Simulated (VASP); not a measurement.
The system is EuS.

```
CELL_PARAMETERS angstrom
0.00000 2.97850 2.97850
2.97850 0.00000 2.97850
2.97850 2.97850 0.00000
ATOMIC_POSITIONS crystal
Eu 0.00000 0.00000 0.00000
S 0.50000 0.50000 0.50000
```

| Property | Result |
| --- | --- |
| Program | VASP 6.6.1 |
| Task | relaxation of cell and atoms |
| Functional | LDA |
| Potentials or basis | VASP PAW PBE potentials, release 64 (Eu, S) |
| Cutoff | 600 eV |
| k mesh | 8 × 8 × 8 |
| Occupations | fermi-dirac, width 0.05 eV |
| Spin | collinear spin, ferromagnetic start |
| Starting moments | [7.0, 0.0] μB |

At the start: pressure -7.6 GPa; volume 26.42 Å³/atom.

How do energy, volume and symmetry change on relaxing?

Over 3 steps the energy falls by 105.1 meV/atom and the volume is 22.59 Å³/atom (-14.5 %); space group Fm-3m (No. 225, to 0.1 Å) before and after; moment 6.87 μB per cell.

Step by step:
```tsv
step	energy change (eV)	largest force (eV/Å)	pressure (GPa)	volume (Å³)
1	0.0000	0.0000	-7.57	52.85
2	-0.2010	0.0000	2.25	43.86
3	-0.2101	0.0000	0.00	45.18
```

Final structure:
```yaml
crystal:
  lattice:
    - [0.00000, 2.82686, 2.82686]
    - [2.82686, 0.00000, 2.82686]
    - [2.82686, 2.82686, 0.00000]
  atoms:
    - { symbol: Eu, position: [0.00000, 0.00000, 0.00000] }
    - { symbol: S, position: [0.50000, 0.50000, 0.50000] }
```

Caveat: the PAW data sets were made with another functional, which shifts forces and pressure a little; a cell with one magnetic atom can't hold antiferromagnetic order, which such compounds often take; semilocal functionals describe open f shells poorly, which spoils levels, moments and volumes.
